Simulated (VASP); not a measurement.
Wanted: the native input for a VASP 6.6.1 run.

- Task: single point
- Functional: PBE
- Potentials or basis: VASP PAW PBE potentials, release 64 (Al, C)
- Cutoff: 520 eV
- k mesh: 6 × 6 × 4
- Occupations: gaussian, width 0.1 eV
- Spin: no spin polarisation
- Dipole correction: no
- Further INCAR settings: ALGO = Normal; EDIFF = 1e-07; NBANDS = 16

The structure of Al3C2 lies in POSCAR:

```
Al3C2
1.0
    3.1963084700      0.0000000000      0.0000000000
    0.0000000000      3.1963084700      0.0000000000
    0.0000000000      0.0000000000      6.5334443500
Al C
3 2
Direct
    0.0000000000      0.5000000000      0.3652538100
    0.5000000000      0.0000000000      0.6347461900
    0.5000000000      0.5000000000      0.0000000000
    0.5000000000      0.0000000000      0.2621575700
    0.0000000000      0.5000000000      0.7378424300
```

The input as run:

INCAR

```
SYSTEM = Al3C2
PREC = Accurate ; ENCUT = 520
EDIFF = 1E-7 ; ISMEAR = 0
SIGMA = 0.1 ; LREAL = .False.
LASPH = .True. ; NELM = 60
ALGO = Normal ; ISIF = 2
LWAVE = .False. ; LCHARG = .False.
GGA = PE ; NBANDS = 16
```

KPOINTS

```
regular mesh
0
Gamma
  6 6 4
  0 0 0
```

Potentials or basis: VASP PAW PBE potentials, release 64 (Al, C).

Launch:

```bash
$ cat potpaw_PBE.64/Al/POTCAR potpaw_PBE.64/C/POTCAR > POTCAR
$ mpirun -np 1 vasp_std > vasp.out
```

Results of the run:

| Item | Value |
| --- | --- |
| Pressure | -21.7 GPa |
| Largest force | 1.168 eV/Å |

Caveat: forces of over 1 eV/Å act on the atoms, so gaps and moduli don't describe the material at rest.

Run time: 9.3 s on 1 thread of Intel(R) Xeon(R) 6975P-C (Granite Rapids), with other jobs on the host, peak memory 0.17 GiB.
